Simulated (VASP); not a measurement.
# SrCl2 in VASP: a series of runs, part 2 of 2

VASP 6.6.1. The steps go on from the part before.

### 4 Single point, HSE06 (strain -2.0%)

POSCAR reads:

```
SrCl2
1.0
    0.0000000000      3.4277637231      3.4277637231
    3.4277637231      0.0000000000      3.4277637231
    3.4277637231      3.4277637231      0.0000000000
Sr Cl
1 2
Direct
    0.0000000000      0.0000000000      0.0000000000
    0.2500000000      0.2500000000      0.2500000000
    0.7500000000      0.7500000000      0.7500000000
```

INCAR.step1 reads:

```
SYSTEM = SrCl2
PREC     = Accurate       ! precision mode
ENCUT    = 520            ! plane-wave cutoff, eV
EDIFF    = 1E-5           ! SCF threshold, eV
ISMEAR   = 0              ! smearing method
SIGMA    = 0.01           ! smearing width, eV
LREAL    = .FALSE.        ! projectors in reciprocal space
LASPH    = .TRUE.         ! aspherical terms in the spheres
NELM     = 60             ! most SCF steps
ALGO     = Normal         ! electronic algorithm
ISIF     = 2              ! what is computed and relaxed
LWAVE    = .TRUE.         ! write WAVECAR
LCHARG   = .FALSE.        ! write CHGCAR
NBANDS   = 19             ! bands
GGA      = PE             ! functional
```

INCAR.step2 reads:

```
SYSTEM = SrCl2
PREC     = Accurate       ! precision mode
ENCUT    = 520            ! plane-wave cutoff, eV
EDIFF    = 1E-7           ! SCF threshold, eV
ISMEAR   = 0              ! smearing method
SIGMA    = 0.01           ! smearing width, eV
LREAL    = .FALSE.        ! projectors in reciprocal space
LASPH    = .TRUE.         ! aspherical terms in the spheres
NELM     = 60             ! most SCF steps
ALGO     = Normal         ! electronic algorithm
ISIF     = 2              ! what is computed and relaxed
LWAVE    = .FALSE.        ! write WAVECAR
LCHARG   = .FALSE.        ! write CHGCAR
GGA      = PE             ! functional
LHFCALC  = .TRUE.         ! exact exchange
HFSCREEN = 0.2079         ! screening, 1/A
PRECFOCK = Normal       
NBANDS   = 19             ! bands
ISTART   = 1
```

KPOINTS reads:

```
regular mesh
0
G
  4 4 4
  0 0 0
```

Potentials or basis: VASP PAW PBE potentials, release 64 (Sr_sv, Cl).

Command:

```
$ cat potpaw_PBE.64/Sr_sv/POTCAR potpaw_PBE.64/Cl/POTCAR > POTCAR
$ cp INCAR.step1 INCAR
$ mpirun -np 1 vasp_std > vasp.out
$ cp INCAR.step2 INCAR
$ mpirun -np 1 vasp_std > vasp.out
```

OUTCAR:

```text
SYSTEM = SrCl2
   PREC = Accurate
   ENCUT = 520
   EDIFF = 1E-7
   ISMEAR = 0
   LREAL = .FALSE.
   LASPH = .TRUE.
   NELM = 60
   ISIF = 2
   GGA = PE
   LHFCALC = .TRUE.
   HFSCREEN = 0.2079
   PRECFOCK = Normal
   ISTART = 1

 ion  position               nearest neighbor table
   1  0.000  0.000  0.000-   3 2.97   3 2.97   3 2.97   2 2.97   3 2.97   2 2.97   2 2.97   2 2.97

   2  0.250  0.250  0.250-   1 2.97   1 2.97   1 2.97   1 2.97
   3  0.750  0.750  0.750-   1 2.97   1 2.97   1 2.97   1 2.97

  LATTYP: Found a face centered cubic cell.
 ALAT       =     6.8555274462

  Lattice vectors:

 A1 = (   0.0000000000,   3.4277637231,   3.4277637231)
 A2 = (   3.4277637231,   0.0000000000,   3.4277637231)
 A3 = (   3.4277637231,   3.4277637231,   0.0000000000)

Analysis of symmetry for initial positions (statically):
=====================================================================
 Subroutine PRICEL returns:
 Original cell was already a primitive cell.

 Routine SETGRP: Setting up the symmetry group for a
 face centered cubic supercell.

 Subroutine GETGRP returns: Found 48 space group operations
 (whereof 48 operations were pure point group operations)
 out of a pool of 48 trial point group operations.

The static configuration has the point symmetry O_h .

Analysis of symmetry for dynamics (positions and initial velocities):
=====================================================================
 Subroutine PRICEL returns:
 Original cell was already a primitive cell.

 Routine SETGRP: Setting up the symmetry group for a
 face centered cubic supercell.

 Subroutine GETGRP returns: Found 48 space group operations
 (whereof 48 operations were pure point group operations)
 out of a pool of 48 trial point group operations.

The dynamic configuration has the point symmetry O_h .

 Subroutine INISYM returns: Found 48 space group operations
 (whereof 48 operations are pure point group operations),
 and found     1 'primitive' translations

----------------------------------------------------------------------------------------

                                     Primitive cell

  volume of cell :      80.5495

  direct lattice vectors                    reciprocal lattice vectors
     0.000000000  3.427763723  3.427763723    -0.145867697  0.145867697  0.145867697
     3.427763723  0.000000000  3.427763723     0.145867697 -0.145867697  0.145867697
     3.427763723  3.427763723  0.000000000     0.145867697  0.145867697 -0.145867697

  length of vectors
     4.847589946  4.847589946  4.847589946     0.252650262  0.252650262  0.252650262

  position of ions in fractional coordinates (direct lattice)
     0.000000000  0.000000000  0.000000000
     0.250000000  0.250000000  0.250000000
     0.750000000  0.750000000  0.750000000

  ion indices of the primitive-cell ions
   primitive index   ion index
                 1           1
                 2           2
                 3           3

----------------------------------------------------------------------------------------

 KPOINTS: regular mesh

Automatic generation of k-mesh.
 Grid dimensions read from file:
[... 25 lines left out ...]
  0.250000  0.250000  0.000000      6.000000
  0.500000  0.250000  0.000000     24.000000
 -0.250000  0.250000  0.000000     12.000000
  0.500000  0.500000  0.000000      3.000000
 -0.250000  0.500000  0.250000      6.000000
   k-points           NKPTS =      8   k-points in BZ     NKDIM =     64   number of bands    NBANDS=     19
   number of dos      NEDOS =    301   number of ions     NIONS =      3
   total plane-waves  NPLWV =  46656
   dimension x,y,z NGX =    36 NGY =   36 NGZ =   36
   dimension x,y,z NGXF=    72 NGYF=   72 NGZF=   72
   ions per type =               1   2
   NGX,Y,Z   is equivalent  to a cutoff of  12.35, 12.35, 12.35 a.u.
   NGXF,Y,Z  is equivalent  to a cutoff of  24.69, 24.69, 24.69 a.u.
 SYSTEM =  SrCl2
   PREC   = accura    normal or accurate (medium, high low for compatibility)
   ISTART =      1    job   : 0-new  1-cont  2-samecut
   ICHARG =      0    charge: 1-file 2-atom 10-const
   ISPIN  =      1    spin polarized calculation?
   LNONCOLLINEAR =      F non collinear calculations
   LSORBIT =      F    spin-orbit coupling
   LASPH  =      T    aspherical Exc in radial PAW
   ENCUT  =  520.0 eV  38.22 Ry    6.18 a.u.   9.01  9.01  9.01*2*pi/ulx,y,z
   NELM   =     60;   NELMIN=  2; NELMDL=  0     # of ELM steps
   EDIFF  = 0.1E-06   stopping-criterion for ELM
   LREAL  =      F    real-space projection
   EDIFFG = 0.1E-05   stopping-criterion for IOM
   NSW    =      0    number of steps for IOM
   IBRION =     -1    ionic relax: 0-MD 1-quasi-New 2-CG
   NFREE  =      0    steps in history (QN), initial steepest desc. (CG)
   ISIF   =      2    stress and relaxation
   ISYM   =      3    0-nonsym 1-usesym 2-fastsym
   POTIM  = 0.5000    time-step for ionic-motion
   TEBEG  =    0.0;   TEEND  =   0.0 temperature during run
   PSTRESS=    0.0 pullay stress
   NELECT =      24.0000    total number of electrons
   NUPDOWN=      -1.0000    fix difference up-down
   EMIN   =  10.00;   EMAX   =-10.00  energy-range for DOS
   EFERMI =   0.00;   METHOD = LEGACY
   ISMEAR =     0;   SIGMA  =   0.01  broadening in eV -4-tet -1-fermi 0-gaus
   EFERMI_NEDOS =   21; number of points for ismear=-14 and -15
   IALGO  =     38    algorithm
   IMIX   =      1    mixing-type and parameters
     AMIX     =   0.40;   BMIX     =  1.00
     AMIX_MAG =   1.60;   BMIX_MAG =  1.00
  volume/ion in A,a.u.               =      26.85       181.19
  Fermi-wavevector in a.u.,A,eV,Ry     =   1.093430  2.066283 16.266982  1.195589
  Thomas-Fermi vector in A             =   2.229715
   LORBIT       =      0    0 simple, 1 ext, 2 COOP (PROOUT), +10 PAW based schemes
   GGA     = PE    functional components
   LHFCALC =     T    Hartree Fock is set to
   PRECFOCK=normal    Normal, Fast or Accurate (Low or Medium for compatibility)
   ENCUT4O =  -1.0   cutoff for four orbital integrals eV
   NKREDX  =     1    reduce k-point grid by
   NKREDY  =     1    reduce k-point grid by
   NKREDZ  =     1    reduce k-point grid by
   AEXX    =    0.2500 exact exchange contribution
   HFSCREEN=    0.2079 screening length (either q_TF or 0.3 A-1)
   HFSCREENC=   0.2079 screening length for correlation (either q_TF or 0.3 A-1)
   ENCUTFOCK=  -1.0 apply spherical cutoff to Coloumb kernel
   IVDW    =     0    specifies the selected vdW correction
   LEPSILON=     F    determine dielectric tensor
   LRPA    =     F    only Hartree local field effects (RPA)
 non-spin polarized calculation
 Gauss-broadening in eV      SIGMA  =   0.01
  energy-cutoff  :      520.00
  volume of cell :       80.55
 maximum number of plane-waves:      2200
  NGX = 28; NGY = 28; NGZ = 28

 number of electron      23.9999999 magnetization

 Free energy of the ion-electron system (eV)
  ---------------------------------------------------
  ext. energy  EPLUGINS =         0.00000000
  ---------------------------------------------------
  free energy    TOTEN  =       -14.76555217 eV

  energy without entropy =      -14.76555217  energy(sigma->0) =      -14.76555217

 E-fermi :  -0.3567     XC(G=0):  -7.0872

 val. band max:       -0.4133199437   @ k =   0.5000   0.5000   0.0000
 cond. band min:       6.3689002335   @ k =   0.5000   0.5000   0.0000
 fundamental gap:      6.7822201772
 Fermi energy:        -0.3566553875

 k-point     1 :       0.0000    0.0000    0.0000
  band No.  band energies     occupation
      1     -35.2024      2.00000
      2     -15.9465      2.00000
      3     -15.9465      2.00000
      4     -15.9465      2.00000
      5     -15.1504      2.00000
      6     -14.1053      2.00000
[... 153 lines left out ...]
      6     -14.1896      2.00000
[... 11 lines left out ...]
     18      11.0402      0.00000
     19      11.9342      0.00000

------------------------ aborting loop because EDIFF is reached ----------------------------------------

  FORCE on cell =-STRESS in cart. coord.  units (eV):
  Direction    XX          YY          ZZ          XY          YZ          ZX
  --------------------------------------------------------------------------------------
  -------------------------------------------------------------------------------------
  Total        1.4125354      1.4125354      1.4125354     -0.0000000      0.0000000      0.0000000
  in kB       28.0961818     28.0961818     28.0961818     -0.0000000      0.0000000      0.0000000
  external PRESSURE =      28.0961818 kB  Pullay stress =       0.0000000 kB

 VOLUME and BASIS-vectors are now :
 -----------------------------------------------------------------------------
  energy-cutoff  :      520.00
  volume of cell :       80.55
      direct lattice vectors                 reciprocal lattice vectors
     0.000000000  3.427763723  3.427763723    -0.145867697  0.145867697  0.145867697
     3.427763723  0.000000000  3.427763723     0.145867697 -0.145867697  0.145867697
     3.427763723  3.427763723  0.000000000     0.145867697  0.145867697 -0.145867697

 POSITION                                       TOTAL-FORCE (eV/Angst)
 -----------------------------------------------------------------------------------
      0.00000      0.00000      0.00000        -0.000000      0.000000     -0.000000
      1.71388      1.71388      1.71388         0.000000      0.000000      0.000000
      5.14165      5.14165      5.14165        -0.000000     -0.000000     -0.000000
 -----------------------------------------------------------------------------------
    total drift:                                0.000000     -0.000000     -0.000000

  FREE ENERGIE OF THE ION-ELECTRON SYSTEM (eV)
  ---------------------------------------------------
  free  energy   TOTEN  =       -14.7655521689 eV

  energy  without entropy=      -14.7655521689  energy(sigma->0) =      -14.76555217
```

Wall time 11 min (1 thread of AMD EPYC 9R45 (Zen 5), shared host); peak memory 0.3 GiB.

What came out:

| Item | Value |
| --- | --- |
| Free energy | -14.7656 eV |
| Pressure | 2.8 GPa |
| Band gap on the k mesh | 6.78 eV |

Caveat: the cell differs from its parent crystal (strain -2.0%); the PAW data sets were made with another functional, which shifts forces and pressure a little. A k mesh can miss the band edges.

### 5 Overview

```tsv
level	cell	k mesh	grid for exact exchange (PRECFOCK)	share of exact exchange	screening parameter	gap on the mesh (eV)	pressure (GPa)
r2SCAN	a = 4.947, b = 4.885, c = 4.885 Å, angles 60.8, 59.6, 59.6°, 3 atoms, atomic positions A	6 × 6 × 6	-	-	-	5.86	1.0
r2SCAN	a = 4.947, b = 4.947, c = 4.848 Å, angles 60.7, 60.7, 61.3°, 3 atoms, atomic positions B	6 × 6 × 6	-	-	-	5.94	0.1
HSE06	a = 4.848 Å, angles 60.0°, 3 atoms, atomic positions A	4 × 4 × 4	Normal	0.25	0.2079 1/Å	6.78	2.8
```

Alike in all rows: task single point; potentials or basis VASP PAW PBE potentials, release 64 (Sr_sv, Cl); no spin polarisation; cutoff (eV) 520; smearing gaussian 0.01 eV.

Caveats: the PAW data sets were made with another functional, which shifts forces and pressure a little.

Total energies depend on the potentials used, so only differences within one code and one set of settings carry meaning.
